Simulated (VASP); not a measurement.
# Be (P6_3/mmc) in VASP: a series of runs, part 2 of 2

VASP 6.6.1. The steps go on from the part before.

## Step 6: Relaxation of shape and atoms at fixed volume, PBE (8.38 Å³/atom)

This run uses another cell than the first one, of 8.38 Å³/atom.

Contents of INCAR:

```
SYSTEM = Be
ALGO = Normal
EDIFF = 1E-7
EDIFFG = -0.01
ENCUT = 600
GGA = PE
IBRION = 2
ISIF = 4
ISMEAR = 0
LASPH = .True.
LCHARG = .False.
LREAL = .False.
LWAVE = .False.
NELM = 100
NSW = 50
PREC = Accurate
SIGMA = 0.1
```

Contents of KPOINTS:

```
k-points
0
Gamma
  21 21 12
  0 0 0
```

Contents of POSCAR:

```
Be
1.0
    2.3081182978      0.0000000000      0.0000000000
   -1.1540591489      1.9988890809      0.0000000000
    0.0000000000      0.0000000000      3.6334087635
Be
2
Direct
    0.3333333333      0.6666666667      0.2500000000
    0.6666666667      0.3333333333      0.7500000000
```

Potentials or basis: VASP PAW PBE potentials, release 64 (Be).

Command:

```console
cat potpaw_PBE.64/Be/POTCAR > POTCAR
mpirun -np 1 vasp_std > vasp.out
```

OUTCAR:

```text
SYSTEM = Be
   EDIFF = 1E-7
   EDIFFG = -0.01
   ENCUT = 600
   GGA = PE
   IBRION = 2
   ISIF = 4
   ISMEAR = 0
   LASPH = .True.
   LREAL = .False.
   NELM = 100
   NSW = 50
   PREC = Accurate

 ion  position               nearest neighbor table
   1  0.333  0.667  0.250-   2 2.25   2 2.25   2 2.25   2 2.25   2 2.25   2 2.25
   2  0.667  0.333  0.750-   1 2.25   1 2.25   1 2.25   1 2.25   1 2.25   1 2.25

  LATTYP: Found a hexagonal cell.
 ALAT       =     2.3081182978
 C/A-ratio  =     1.5741865428

  Lattice vectors:

 A1 = (   2.3081182978,   0.0000000000,   0.0000000000)
 A2 = (  -1.1540591489,   1.9988890809,   0.0000000000)
 A3 = (   0.0000000000,   0.0000000000,   3.6334087635)

Analysis of symmetry for initial positions (statically):
=====================================================================
 Subroutine PRICEL returns:
 Original cell was already a primitive cell.

 Routine SETGRP: Setting up the symmetry group for a
 hexagonal supercell.

 Subroutine GETGRP returns: Found 24 space group operations
[... 215 lines left out ...]

 val. band max:        6.5879561273   @ k =   0.3333   0.2857   0.0833
 cond. band min:       6.6070649491   @ k =   0.3333   0.2857   0.0000
 fundamental gap:      0.0191088218
 Fermi energy:         6.5948151959

 k-point     1 :       0.0000    0.0000    0.0000
  band No.  band energies     occupation
      1      -4.4752      2.00000
      2       2.3327      2.00000
      3       7.5008      0.00000
      4      21.8038      0.00000
      5      21.8038      0.00000
      6      24.5428      0.00000
[... 199 lines left out ...]
 k-point    24 :       0.1905    0.0952    0.0000
  band No.  band energies     occupation
      1      -2.6874      2.00000
      2       4.6145      2.00000
      3       7.8910      0.00000
      4      14.3649      0.00000
      5      16.5149      0.00000
      6      22.1487      0.00000

 [... further k-points ...]

------------------------ aborting loop because EDIFF is reached ----------------------------------------

  FORCE on cell =-STRESS in cart. coord.  units (eV):
  Direction    XX          YY          ZZ          XY          YZ          ZX
  --------------------------------------------------------------------------------------
  -------------------------------------------------------------------------------------
  Total       -0.6624849     -0.6624849     -0.6742370      0.0000000      0.0000000      0.0000000
  in kB      -63.3177632    -63.3177632    -64.4409827      0.0000000      0.0000000      0.0000000
  external PRESSURE =     -63.6921697 kB  Pullay stress =       0.0000000 kB

 VOLUME and BASIS-vectors are now :
 -----------------------------------------------------------------------------
  energy-cutoff  :      600.00
  volume of cell :       16.76
      direct lattice vectors                 reciprocal lattice vectors
     2.309006017  0.000000000  0.000000000     0.433086788  0.250042774  0.000000000
    -1.154503009  1.999657869 -0.000000000     0.000000000  0.500085547  0.000000000
     0.000000000 -0.000000000  3.630615502     0.000000000  0.000000000  0.275435391

 POSITION                                       TOTAL-FORCE (eV/Angst)
 -----------------------------------------------------------------------------------
     -0.00000      1.33311      0.90765        -0.000000     -0.000000      0.000000
      1.15450      0.66655      2.72296         0.000000      0.000000      0.000000
 -----------------------------------------------------------------------------------
    total drift:                                0.000000     -0.000000      0.000000

  FREE ENERGIE OF THE ION-ELECTRON SYSTEM (eV)
  ---------------------------------------------------
  free  energy   TOTEN  =        -7.5113015151 eV

  energy  without entropy=       -7.5096543556  energy(sigma->0) =       -7.51047794

 reached required accuracy - stopping structural energy minimisation
```

OSZICAR:

```text
N       E                     dE             d eps       ncg     rms          rms(c)
DAV:   1    -0.201006453325E+01   -0.20101E+01   -0.19069E+03  4044   0.607E+02
DAV:   2    -0.751900370503E+01   -0.55089E+01   -0.51494E+01  6132   0.698E+01
DAV:   3    -0.756601239090E+01   -0.47009E-01   -0.46684E-01  5502   0.538E+00
DAV:   4    -0.756606836451E+01   -0.55974E-04   -0.55969E-04  5820   0.179E-01
DAV:   5    -0.756606846392E+01   -0.99407E-07   -0.99104E-07  5358   0.354E-03    0.115E+00
DAV:   6    -0.752747253658E+01    0.38596E-01   -0.46449E-03  4812   0.996E-01    0.704E-01
DAV:   7    -0.751130003502E+01    0.16173E-01   -0.53795E-03  4866   0.105E+00    0.239E-02
DAV:   8    -0.751127932087E+01    0.20714E-04   -0.12495E-05  5904   0.448E-02    0.826E-03
DAV:   9    -0.751127885249E+01    0.46838E-06   -0.23097E-06  5238   0.197E-02    0.884E-04
DAV:  10    -0.751127864155E+01    0.21094E-06   -0.81538E-09  4638   0.113E-03    0.251E-04
DAV:  11    -0.751127850958E+01    0.13197E-06   -0.31647E-09  2712   0.725E-04    0.615E-06
DAV:  12    -0.751127850583E+01    0.37530E-08   -0.16286E-10  2796   0.181E-04
   1 F= -.75112785E+01 E0= -.75104607E+01  d E =-.751128E+01
       N       E                     dE             d eps       ncg     rms          rms(c)
DAV:   1    -0.751130169285E+01   -0.23183E-04   -0.20420E-04  5118   0.950E-02    0.528E-03
DAV:   2    -0.751130158729E+01    0.10557E-06   -0.98010E-07  5052   0.938E-03    0.322E-03
DAV:   3    -0.751130151506E+01    0.72222E-07   -0.93630E-08  4938   0.191E-03
   2 F= -.75113015E+01 E0= -.75104779E+01  d E =-.230092E-04
```

CONTCAR:

```text
Be
   1.00000000000000
     2.3090060174533318    0.0000000000000000    0.0000000000000000
    -1.1545030087266659    1.9996578686691893   -0.0000000000000000
     0.0000000000000000   -0.0000000000000000    3.6306155024068105
  Be
     2
Direct
     0.3333333332999970    0.6666666667000030    0.2500000000000000
     0.6666666667000030    0.3333333332999970    0.7500000000000000

  0.00000000E+00  0.00000000E+00  0.00000000E+00
  0.00000000E+00  0.00000000E+00  0.00000000E+00
```

Run time: 19 s. Hardware: 1 thread of Intel Xeon 6975P-C (Granite Rapids), shared host; peak memory 0.15 GiB.

Results:

```yaml
Free_energy: -7.5113 eV
Energy_gained_by_relaxing: 0.0 meV/atom
Ionic_steps: 2
Pressure_after_relaxing: -6.4 GPa
Band_gap_on_the_k_mesh: zero (bands 2 and 3 overlap by 2.03 eV)
```

Stress tensor (GPa, compression positive):
```
-6.33  0.00  0.00
 0.00 -6.33  0.00
 0.00  0.00 -6.44
```

Final structure:
```yaml
crystal:
  lattice:
    - [2.30901, 0.00000, 0.00000]
    - [-1.15450, 1.99966, 0.00000]
    - [0.00000, 0.00000, 3.63062]
  atoms:
    - { symbol: Be, position: [0.33333, 0.66667, 0.25000] }
    - { symbol: Be, position: [0.66667, 0.33333, 0.75000] }
```

## Step 7: Relaxation of shape and atoms at fixed volume, PBE (8.62 Å³/atom)

This run uses another cell than the first one, of 8.62 Å³/atom.

Contents of INCAR:

```
SYSTEM = Be
ALGO = Normal
EDIFF = 1E-6
EDIFFG = -0.01
ENCUT = 600
GGA = PE
IBRION = 2
ISIF = 4
ISMEAR = 0
LASPH = .TRUE.
LCHARG = .FALSE.
LREAL = .FALSE.
LWAVE = .FALSE.
NELM = 80
NSW = 50
PREC = Accurate
SIGMA = 0.1
```

Contents of KPOINTS:

```
k-points
0
G
  21 21 12
  0 0 0
```

Contents of POSCAR:

```
Be
1.0
    2.3308824788      0.0000000000      0.0000000000
   -1.1654412394      2.0186034399      0.0000000000
    0.0000000000      0.0000000000      3.6636186845
Be
2
Direct
    0.3333333333      0.6666666667      0.2500000000
    0.6666666667      0.3333333333      0.7500000000
```

Command:

```console
cat potpaw_PBE.64/Be/POTCAR > POTCAR
mpirun -np 1 vasp_std > vasp.out
```

Wall time 14 s (1 thread of Intel Xeon 6975P-C (Granite Rapids), shared host); peak memory 0.16 GiB.

The run converged. Its results:

| Property | Result |
| --- | --- |
| Free energy | -7.4884 eV |
| Energy gained by relaxing | 0.0 meV/atom |
| Ionic steps | 2 |
| Pressure after relaxing | -9.0 GPa |
| Band gap on the k mesh | zero (bands 2 and 3 overlap by 2.00 eV) |

Stress tensor (GPa, compression positive):
```
-9.01  0.00  0.00
 0.00 -9.01  0.00
 0.00  0.00 -9.14
```

Final structure:
```yaml
crystal:
  lattice:
    - [2.33178, 0.00000, 0.00000]
    - [-1.16589, 2.01938, 0.00000]
    - [0.00000, 0.00000, 3.66079]
  atoms:
    - { symbol: Be, position: [0.33333, 0.66667, 0.25000] }
    - { symbol: Be, position: [0.66667, 0.33333, 0.75000] }
```

Levels at points of the mesh, in eV from the Fermi level:
| k point | band 1 | band 2 | band 3 | band 4 | band 5 | band 6 |
| --- | --- | --- | --- | --- | --- | --- |
| (0.00, 0.00, 0.00) | -10.92 | -4.15 | 0.85 | 14.85 | 14.85 | 17.54 |
| (0.00, 0.00, 0.50) | -8.82 | -8.82 | 10.06 | 10.06 | 16.39 | 16.39 |

## Step 8: The runs side by side

| task | cell | gap on the mesh (eV) | pressure (GPa) |
| --- | --- | --- | --- |
| relaxation of shape and atoms at fixed volume | relaxed from a = 2.216, b = 2.216, c = 3.497 Å, angles 90.0, 90.0, 120.0°, 2 atoms | none | 8.6 |
| relaxation of shape and atoms at fixed volume | relaxed from a = 2.240, b = 2.240, c = 3.531 Å, angles 90.0, 90.0, 120.0°, 2 atoms | none | 4.1 |
| relaxation of cell and atoms | relaxed from a = 2.285, b = 2.285, c = 3.584 Å, angles 90.0, 90.0, 120.0°, 2 atoms | none | 0.0 |
| relaxation of shape and atoms at fixed volume | relaxed from a = 2.285, b = 2.285, c = 3.602 Å, angles 90.0, 90.0, 120.0°, 2 atoms | none | -3.3 |
| relaxation of shape and atoms at fixed volume | relaxed from a = 2.308, b = 2.308, c = 3.633 Å, angles 90.0, 90.0, 120.0°, 2 atoms | none | -6.4 |
| relaxation of shape and atoms at fixed volume | relaxed from a = 2.331, b = 2.331, c = 3.664 Å, angles 90.0, 90.0, 120.0°, 2 atoms | none | -9.0 |

Alike in all rows: level PBE; potentials or basis VASP PAW PBE potentials, release 64 (Be); no spin polarisation; k mesh 21 × 21 × 12; cutoff (eV) 600; smearing gaussian 0.1 eV.

Total energies depend on the potentials used, so only differences within one code and one set of settings carry meaning.
